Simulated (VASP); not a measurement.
Set up this calculation in VASP 6.6.1, as the native input.

| Property | Result |
| --- | --- |
| Task | single point |
| Functional | PBE |
| Potentials or basis | VASP PAW PBE potentials, release 64 (Ti_sv, O) |
| Cutoff | 520 eV |
| k mesh | 5 × 5 × 4 |
| Occupations | fermi-dirac, width 0.05 eV |
| Spin | no spin polarisation |
| Dipole correction | no |
| Further INCAR settings | ALGO = Normal; EDIFF = 1e-07; NBANDS = 46 |

The structure of TiO2 lies in POSCAR:

```
TiO2
1.0
    5.5822227355      0.0000000000      0.0000000000
   -2.7911113678      4.8343466985      0.0000000000
    0.0000000000      0.0000000000      6.0824678800
Ti O
3 6
Direct
    0.4669367500      0.0000000000      0.3333333333
    0.0000000000      0.4669367500      0.6666666667
    0.5330632500      0.5330632500      0.0000000000
    0.5810657200      0.8514331800      0.1206639333
    0.7296325400      0.1485668200      0.5460027333
    0.2703674600      0.4189342800      0.7873306000
    0.8514331800      0.5810657200      0.8793360667
    0.1485668200      0.7296325400      0.4539972667
    0.4189342800      0.2703674600      0.2126694000
```

One way to write it, as run:

INCAR

```
PREC = Accurate
ENCUT = 520
EDIFF = 1E-7
ISMEAR = -1
SIGMA = 0.05
LREAL = False
LASPH = True
NELM = 60
ALGO = Normal
ISIF = 2
LWAVE = False
LCHARG = False
GGA = PE
NBANDS = 46
```

KPOINTS

```
regular mesh
0
Gamma
  5 5 4
```

Potentials or basis: VASP PAW PBE potentials, release 64 (Ti_sv, O).

Command:

```sh
$ cat potpaw_PBE.64/Ti_sv/POTCAR potpaw_PBE.64/O/POTCAR > POTCAR
$ mpirun -np 1 vasp_std > vasp.out
```

Results of the run:

```yaml
Pressure: 1.9 GPa
Largest_force: 0.092 eV/Å
Band_gap_on_the_k_mesh: 3.54 eV
```

Caveat: an odd mesh through Γ misses points on the zone boundary, where band edges can lie.

It took 5.1 min on 1 thread of Intel Xeon 8259CL, on a shared host, peak memory 0.32 GiB.
